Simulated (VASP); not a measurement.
# Zn (P6_3/mmc) in VASP: notebook

Runs on Zn. Level: LDA. Tasks: relaxation of cell and atoms.

Everything below comes from runs of VASP 6.6.1. Logs are shortened: lines on timing, memory, paths and dates and some standing lists are left out, and cuts for length are marked.

### 1 The cell of the first run

Symmetry: P6_3/mmc, No. 194, hexagonal system. The conventional cell has a = 2.388 Å, b = 2.388 Å, c = 3.907 Å, α = 90.00°, β = 90.00°, γ = 120.00°. Within 3.2 Å of Zn (site symmetry -6m2) lie 12 Zn at 2.39 Å.

### 2 Relaxation of cell and atoms, LDA, target pressure 78 GPa, at which the enthalpy is minimised

INCAR

```
ALGO = Normal
EDIFF = 1E-7
EDIFFG = -0.005
ENCUT = 600
IBRION = 2
ISIF = 3
ISMEAR = -1
LASPH = True
LCHARG = False
LREAL = False
LWAVE = False
NELM = 100
NSW = 32
PREC = Accurate
PSTRESS = 780.0
SIGMA = 0.08
```

KPOINTS

```
k-points
0
Gamma
  18 18 10
```

POSCAR

```
Zn
1.0
    2.3882444435      0.0000000000      0.0000000000
   -1.1941222218      2.0682803585      0.0000000000
    0.0000000000      0.0000000000      3.9066821612
Zn
2
Direct
    0.3333333333      0.6666666667      0.2500000000
    0.6666666667      0.3333333333      0.7500000000
```

Potentials or basis: VASP PAW LDA potentials, release 64 (Zn).

Run with:

```console
$ cat potpaw_LDA.64/Zn/POTCAR > POTCAR
$ mpirun -np 1 vasp_std > vasp.out
```

OUTCAR:

```text
EDIFF = 1E-7
   EDIFFG = -0.005
   ENCUT = 600
   IBRION = 2
   ISIF = 3
   ISMEAR = -1
   LASPH = True
   LREAL = False
   NELM = 100
   NSW = 32
   PREC = Accurate
   PSTRESS = 780.0

 ion  position               nearest neighbor table
   1  0.333  0.667  0.250-   2 2.39   2 2.39   2 2.39   2 2.39   2 2.39   2 2.39
   2  0.667  0.333  0.750-   1 2.39   1 2.39   1 2.39   1 2.39   1 2.39   1 2.39

  LATTYP: Found a hexagonal cell.
 ALAT       =     2.3882444435
 C/A-ratio  =     1.6357966086

  Lattice vectors:

 A1 = (   2.3882444435,   0.0000000000,   0.0000000000)
 A2 = (  -1.1941222218,   2.0682803585,   0.0000000000)
 A3 = (   0.0000000000,   0.0000000000,   3.9066821612)

Analysis of symmetry for initial positions (statically):
=====================================================================
 Subroutine PRICEL returns:
 Original cell was already a primitive cell.

 Routine SETGRP: Setting up the symmetry group for a
 hexagonal supercell.

 Subroutine GETGRP returns: Found 24 space group operations
 (whereof 12 operations were pure point group operations)
 out of a pool of 24 trial point group operations.

The static configuration has the point symmetry D_3d.
 The point group associated with its full space group is D_6h.

Analysis of symmetry for dynamics (positions and initial velocities):
=====================================================================
 Subroutine PRICEL returns:
 Original cell was already a primitive cell.

 Routine SETGRP: Setting up the symmetry group for a
 hexagonal supercell.

 Subroutine GETGRP returns: Found 24 space group operations
 (whereof 12 operations were pure point group operations)
 out of a pool of 24 trial point group operations.

The dynamic configuration has the point symmetry D_3d.
 The point group associated with its full space group is D_6h.

 Subroutine INISYM returns: Found 24 space group operations
 (whereof 12 operations are pure point group operations),
 and found     1 'primitive' translations

----------------------------------------------------------------------------------------

                                     Primitive cell

  volume of cell :      19.2973

  direct lattice vectors                    reciprocal lattice vectors
     2.388244444  0.000000000  0.000000000     0.418717608  0.241746724  0.000000000
    -1.194122222  2.068280359  0.000000000     0.000000000  0.483493447  0.000000000
     0.000000000  0.000000000  3.906682161     0.000000000  0.000000000  0.255971681

  length of vectors
     2.388244444  2.388244444  3.906682161     0.483493447  0.483493447  0.255971681

  position of ions in fractional coordinates (direct lattice)
     0.333333333  0.666666667  0.250000000
     0.666666667  0.333333333  0.750000000

  ion indices of the primitive-cell ions
   primitive index   ion index
                 1           1
                 2           2

----------------------------------------------------------------------------------------

 KPOINTS: k-points

Automatic generation of k-mesh.
 Grid dimensions read from file:
 generate k-points for:   18   18   10

 Generating k-lattice:

  Cartesian coordinates                     Fractional coordinates (reciprocal lattice)
     0.023262089  0.013430374  0.000000000     0.055555556  0.000000000  0.000000000
     0.000000000  0.026860747  0.000000000     0.000000000  0.055555556  0.000000000
     0.000000000  0.000000000  0.025597168     0.000000000  0.000000000  0.100000000

  Length of vectors
     0.026860747  0.026860747  0.025597168

  Shift w.r.t. Gamma in fractional coordinates (k-lattice)
     0.000000000  0.000000000  0.000000000

 Subroutine IBZKPT returns following result:
 ===========================================

 Found    222 irreducible k-points:

 Following reciprocal coordinates:
            Coordinates               Weight
  0.000000  0.000000  0.000000      1.000000
  0.055556  0.000000  0.000000      6.000000
  0.111111  0.000000  0.000000      6.000000
  0.166667  0.000000  0.000000      6.000000
  0.222222 -0.000000  0.000000      6.000000
  0.277778  0.000000  0.000000      6.000000
[... 16 lines left out ...]
  0.333333  0.111111  0.000000     12.000000
  0.388889  0.111111  0.000000     12.000000
 [... further k-points ...]
   k-points           NKPTS =    222   k-points in BZ     NKDIM =    222   number of bands    NBANDS=     16
   number of dos      NEDOS =    301   number of ions     NIONS =      2
   total plane-waves  NPLWV =  12800
   dimension x,y,z NGX =    20 NGY =   20 NGZ =   32
   dimension x,y,z NGXF=    40 NGYF=   40 NGZF=   64
   ions per type =               2
   NGX,Y,Z   is equivalent  to a cutoff of  13.92, 13.92, 13.62 a.u.
   NGXF,Y,Z  is equivalent  to a cutoff of  27.84, 27.84, 27.23 a.u.
 SYSTEM =  unknown system
   PREC   = accura    normal or accurate (medium, high low for compatibility)
   ISTART =      0    job   : 0-new  1-cont  2-samecut
   ICHARG =      2    charge: 1-file 2-atom 10-const
   ISPIN  =      1    spin polarized calculation?
   LNONCOLLINEAR =      F non collinear calculations
   LSORBIT =      F    spin-orbit coupling
   LASPH  =      T    aspherical Exc in radial PAW
   ENCUT  =  600.0 eV  44.10 Ry    6.64 a.u.   4.77  4.77  7.80*2*pi/ulx,y,z
   NELM   =    100;   NELMIN=  2; NELMDL= -5     # of ELM steps
   EDIFF  = 0.1E-06   stopping-criterion for ELM
   LREAL  =      F    real-space projection
   EDIFFG = -.5E-02   stopping-criterion for IOM
   NSW    =     32    number of steps for IOM
   IBRION =      2    ionic relax: 0-MD 1-quasi-New 2-CG
   NFREE  =      1    steps in history (QN), initial steepest desc. (CG)
   ISIF   =      3    stress and relaxation
   ISYM   =      2    0-nonsym 1-usesym 2-fastsym
   POTIM  = 0.5000    time-step for ionic-motion
   TEBEG  =    0.0;   TEEND  =   0.0 temperature during run
   PSTRESS=  780.0 pullay stress
   NELECT =      24.0000    total number of electrons
   NUPDOWN=      -1.0000    fix difference up-down
   EMIN   =  10.00;   EMAX   =-10.00  energy-range for DOS
   EFERMI =   0.00;   METHOD = LEGACY
   ISMEAR =    -1;   SIGMA  =   0.08  broadening in eV -4-tet -1-fermi 0-gaus
   EFERMI_NEDOS =   21; number of points for ismear=-14 and -15
   IALGO  =     38    algorithm
   IMIX   =      4    mixing-type and parameters
     AMIX     =   0.40;   BMIX     =  1.00
     AMIX_MAG =   1.60;   BMIX_MAG =  1.00
  volume/ion in A,a.u.               =       9.65        65.11
  Fermi-wavevector in a.u.,A,eV,Ry     =   1.760542  3.326943 42.171388  3.099510
  Thomas-Fermi vector in A             =   2.829288
   LORBIT       =      0    0 simple, 1 ext, 2 COOP (PROOUT), +10 PAW based schemes
   GGA     = CA    functional components
   LHFCALC =     F    Hartree Fock is set to
   AEXX    =    0.0000 exact exchange contribution
   IVDW    =     0    specifies the selected vdW correction
   LEPSILON=     F    determine dielectric tensor
   LRPA    =     F    only Hartree local field effects (RPA)
 conjugate gradient relaxation of ions
 non-spin polarized calculation
  energy-cutoff  :      600.00
  volume of cell :       19.30
 maximum number of plane-waves:       668
 NGX is ok and might be reduce to    20
   NGX =  9   NGY =  9   NGZ = 15

--------------------------------------- Ionic step        1  -------------------------------------------

 number of electron      23.9999984 magnetization

 Free energy of the ion-electron system (eV)
  ---------------------------------------------------
  ext. energy  EPLUGINS =         0.00000000
  ---------------------------------------------------
  free energy    TOTEN  =        -2.38218064 eV

  energy without entropy =       -2.37834897  energy(sigma->0) =       -2.38026480

------------------------ aborting loop because EDIFF is reached ----------------------------------------

  FORCE on cell =-STRESS in cart. coord.  units (eV):
  Direction    XX          YY          ZZ          XY          YZ          ZX
  --------------------------------------------------------------------------------------
  -------------------------------------------------------------------------------------
  Total        9.6694059      9.6694059      9.6573285     -0.0000000      0.0000000     -0.0000000
  in kB      802.8124690    802.8124690    801.8097313     -0.0000000      0.0000000     -0.0000000
  external PRESSURE =      22.4782231 kB  Pullay stress =     780.0000000 kB
[... 61 lines left out ...]
  enthalpy is  TOTEN    =         7.0171982560 eV   P V=        9.5799035537

--------------------------------------- Ionic step        3  -------------------------------------------

 number of electron      23.9999986 magnetization

 Free energy of the ion-electron system (eV)
  ---------------------------------------------------
  ext. energy  EPLUGINS =         0.00000000
  ---------------------------------------------------
  free energy    TOTEN  =        -2.43157236 eV

  energy without entropy =       -2.42772904  energy(sigma->0) =       -2.42965070

 E-fermi :   7.6447     XC(G=0): -14.5146

 val. band max:        7.6361886031   @ k =   0.2778   0.2778   0.2000
 cond. band min:       7.6678743928   @ k =   0.3333   0.0000   0.0000
 fundamental gap:      0.0316857896
 Fermi energy:         7.6447453345

 k-point     1 :       0.0000    0.0000    0.0000
  band No.  band energies     occupation
      1      -7.6859      2.00000
      2      -4.2386      2.00000
      3      -2.4793      2.00000
      4      -2.3958      2.00000
      5      -2.3958      2.00000
      6      -2.1883      2.00000
[... 8 lines left out ...]
     15      27.7794      0.00000
     16      27.8936      0.00000
[... 420 lines left out ...]
  band No.  band energies     occupation
      1      -3.8054      2.00000
      2      -3.7181      2.00000
      3      -3.6180      2.00000
      4      -2.5172      2.00000
      5      -2.2771      2.00000
      6      -2.2209      2.00000
[... 8 lines left out ...]
     15      14.8192      0.00000
     16      15.9366      0.00000

 [... further k-points ...]

------------------------ aborting loop because EDIFF is reached ----------------------------------------

  FORCE on cell =-STRESS in cart. coord.  units (eV):
  Direction    XX          YY          ZZ          XY          YZ          ZX
  --------------------------------------------------------------------------------------
  -------------------------------------------------------------------------------------
  Total        9.4467888      9.4467888      9.4512573     -0.0000000     -0.0000000      0.0000000
  in kB      780.2854715    780.2854714    780.6545595     -0.0000000     -0.0000000      0.0000000
  external PRESSURE =       0.4085008 kB  Pullay stress =     780.0000000 kB
[... 17 lines left out ...]
  FREE ENERGIE OF THE ION-ELECTRON SYSTEM (eV)
  ---------------------------------------------------
  free  energy   TOTEN  =        -2.4315723578 eV

  energy  without entropy=       -2.4277290378  energy(sigma->0) =       -2.42965070

  enthalpy is  TOTEN    =         7.0117602508 eV   P V=        9.4433326086

 reached required accuracy - stopping structural energy minimisation
```

It took 65 s on 1 thread of AMD EPYC 9R45 (Zen 5), shared host; peak memory 0.16 GiB.

What came out:

| Quantity | Value |
| --- | --- |
| Free energy | -2.4316 eV |
| Relaxed volume | 9.70 Å³/atom |
| Relaxed cell | a = 2.392 Å, b = 2.392 Å, c = 3.913 Å, α = 90.00°, β = 90.00°, γ = 120.00° |
| Space group after relaxing (to 0.1 Å) | P6_3/mmc (No. 194) |
| Energy change on relaxing (the run minimises the enthalpy) | -24.7 meV/atom |
| Ionic steps | 3 |
| Pressure after relaxing | 78.0 GPa |
| Band gap on the k mesh | zero (bands 12 and 13 overlap by 2.79 eV) |

Step by step:
```
step  energy change (eV)  largest force (eV/Å)  pressure (GPa)  volume (Å³)
   1              0.0000                0.0000           80.25        19.30
   2             -0.1805                0.0000           71.86        19.68
   3             -0.0494                0.0000           78.04        19.40
```

Final structure:
```
Zn
1.0
     2.39242    0.00000    0.00000
    -1.19621    2.07190    0.00000
     0.00000    0.00000    3.91322
Zn
2
Direct
  0.33333 0.66667 0.25000
  0.66667 0.33333 0.75000
```

Caveat: the cell is relaxed towards a set pressure, so the run minimises the enthalpy, not the energy.

### 3 Relaxation of cell and atoms, LDA, target pressure 78 GPa, at which the enthalpy is minimised

This run uses another cell than the first one, of 9.68 Å³/atom.

INCAR

```
  PREC = Accurate
  ENCUT = 600
  EDIFF = 1E-6
  ISMEAR = -1
  SIGMA = 0.08
  LREAL = False
  LASPH = True
  NELM = 60
  ALGO = Normal
  ISIF = 3
  LWAVE = False
  LCHARG = False
  GGA = CA
  IBRION = 2
  NSW = 60
  EDIFFG = -0.005
  PSTRESS = 780.0
```

KPOINTS

```
Automatic mesh
0
Gamma
  18 18 10
```

POSCAR

```
Zn
1.0
    2.3981914459      0.0000000000      0.0000000000
   -1.1990957230      2.0768947153      0.0000000000
    0.0000000000      0.0000000000      3.8850701424
Zn
2
Direct
    0.3333333333      0.6666666667      0.2500000000
    0.6666666667      0.3333333333      0.7500000000
```

Potentials or basis: VASP PAW LDA potentials, release 64 (Zn).

Run with:

```console
$ cat potpaw_LDA.64/Zn/POTCAR > POTCAR
$ mpirun -np 1 vasp_std > vasp.out
```

OUTCAR:

```text
PREC = Accurate
   ENCUT = 600
   EDIFF = 1E-6
   ISMEAR = -1
   LREAL = False
   LASPH = True
   NELM = 60
   ISIF = 3
   GGA = CA
   IBRION = 2
   NSW = 60
   EDIFFG = -0.005
   PSTRESS = 780.0

 ion  position               nearest neighbor table
   1  0.333  0.667  0.250-   2 2.39   2 2.39   2 2.39   2 2.39   2 2.39   2 2.39
   2  0.667  0.333  0.750-   1 2.39   1 2.39   1 2.39   1 2.39   1 2.39   1 2.39

  LATTYP: Found a hexagonal cell.
 ALAT       =     2.3981914459
 C/A-ratio  =     1.6200000000

  Lattice vectors:

 A1 = (   2.3981914459,   0.0000000000,   0.0000000000)
 A2 = (  -1.1990957230,   2.0768947153,   0.0000000000)
 A3 = (   0.0000000000,   0.0000000000,   3.8850701424)

Analysis of symmetry for initial positions (statically):
=====================================================================
 Subroutine PRICEL returns:
 Original cell was already a primitive cell.

 Routine SETGRP: Setting up the symmetry group for a
 hexagonal supercell.

 Subroutine GETGRP returns: Found 24 space group operations
 (whereof 12 operations were pure point group operations)
 out of a pool of 24 trial point group operations.

[... 171 lines left out ...]
  --------------------------------------------------------------------------------------
  -------------------------------------------------------------------------------------
  Total        9.4101576      9.4101576      9.7772080     -0.0000000      0.0000000      0.0000000
  in kB      779.1306440    779.1306440    809.5212266     -0.0000000      0.0000000      0.0000000
  external PRESSURE =       9.2608382 kB  Pullay stress =     780.0000000 kB
[... 139 lines left out ...]
--------------------------------------- Ionic step        5  -------------------------------------------

 number of electron      23.9999986 magnetization

 Free energy of the ion-electron system (eV)
  ---------------------------------------------------
  ext. energy  EPLUGINS =         0.00000000
  ---------------------------------------------------
  free energy    TOTEN  =        -2.43332415 eV

  energy without entropy =       -2.42948188  energy(sigma->0) =       -2.43140301

 E-fermi :   7.6404     XC(G=0): -14.5135

 val. band max:        7.6346165304   @ k =   0.2778   0.2778   0.2000
 cond. band min:       7.6645164554   @ k =   0.3333  -0.0000   0.0000
 fundamental gap:      0.0298999250
 Fermi energy:         7.6404260474

 k-point     1 :       0.0000    0.0000    0.0000
  band No.  band energies     occupation
      1      -7.6859      2.00000
      2      -4.2395      2.00000
      3      -2.4811      2.00000
      4      -2.3970      2.00000
      5      -2.3970      2.00000
      6      -2.1896      2.00000
[... 433 lines left out ...]
      3      -3.6187      2.00000
      4      -2.5179      2.00000
      5      -2.2785      2.00000
      6      -2.2217      2.00000
[... 8 lines left out ...]
     15      14.8185      0.00000
     16      15.9328      0.00000

 [... further k-points ...]

------------------------ aborting loop because EDIFF is reached ----------------------------------------

  FORCE on cell =-STRESS in cart. coord.  units (eV):
  Direction    XX          YY          ZZ          XY          YZ          ZX
  --------------------------------------------------------------------------------------
  -------------------------------------------------------------------------------------
  Total        9.4439956      9.4439956      9.4413028     -0.0000000      0.0000000      0.0000000
  in kB      779.9136698    779.9136698    779.6912866     -0.0000000      0.0000000      0.0000000
  external PRESSURE =      -0.1604579 kB  Pullay stress =     780.0000000 kB
[... 21 lines left out ...]
  energy  without entropy=       -2.4294818785  energy(sigma->0) =       -2.43140301

  enthalpy is  TOTEN    =         7.0117168664 eV   P V=        9.4450410159

 reached required accuracy - stopping structural energy minimisation
```

OSZICAR:

```text
N       E                     dE             d eps       ncg     rms          rms(c)
DAV:   1     0.962451273196E+02    0.96245E+02   -0.13967E+04  7520   0.295E+03
[... 36 lines left out ...]
       N       E                     dE             d eps       ncg     rms          rms(c)
DAV:   1    -0.243710881951E+01   -0.22873E-01   -0.64691E-02  8408   0.356E+00    0.408E-01
DAV:   2    -0.243433884515E+01    0.27700E-02   -0.53941E-03  8872   0.186E+00    0.208E-01
DAV:   3    -0.243346261206E+01    0.87623E-03   -0.53798E-04 10008   0.447E-01    0.833E-02
DAV:   4    -0.243332342894E+01    0.13918E-03   -0.17220E-04 10232   0.267E-01    0.147E-02
DAV:   5    -0.243332420761E+01   -0.77867E-06   -0.17517E-05  8200   0.577E-02    0.197E-03
DAV:   6    -0.243332414946E+01    0.58153E-07   -0.76461E-07  3928   0.190E-02
   5 F= 0.70117169E+01 E0= 0.70136380E+01  d E =-.426665E-03
```

It took 97 s on 1 thread of AMD EPYC 9R45 (Zen 5), shared host; peak memory 0.16 GiB.

Results:

| Item | Value |
| --- | --- |
| Free energy | -2.4333 eV |
| Relaxed volume | 9.70 Å³/atom |
| Relaxed cell | a = 2.392 Å, b = 2.392 Å, c = 3.914 Å, α = 90.00°, β = 90.00°, γ = 120.00° |
| Space group after relaxing (to 0.1 Å) | P6_3/mmc (No. 194) |
| Energy change on relaxing (the run minimises the enthalpy) | -12.9 meV/atom |
| Ionic steps | 5 |
| Pressure after relaxing | 78.0 GPa |
| Band gap on the k mesh | zero (bands 12 and 13 overlap by 2.79 eV) |

The path:
```
step  energy change (eV)  largest force (eV/Å)  pressure (GPa)  volume (Å³)
   1              0.0000                0.0000           78.93        19.35
   2             -0.0767                0.0000           75.56        19.51
   3             -0.0457                0.0000           76.82        19.44
   4             -0.0066                0.0000           78.69        19.36
   5             -0.0257                0.0000           77.98        19.40
```

Final structure:
```
Zn
1.0
     2.39242    0.00000    0.00000
    -1.19621    2.07190    0.00000
     0.00000    0.00000    3.91393
Zn
2
Direct
  0.33333 0.66667 0.25000
  0.66667 0.33333 0.75000
```

Caveat: the cell is relaxed towards a set pressure, so the run minimises the enthalpy, not the energy.

The gap in the log of VASP goes by the Fermi energy; the results here count the filled bands.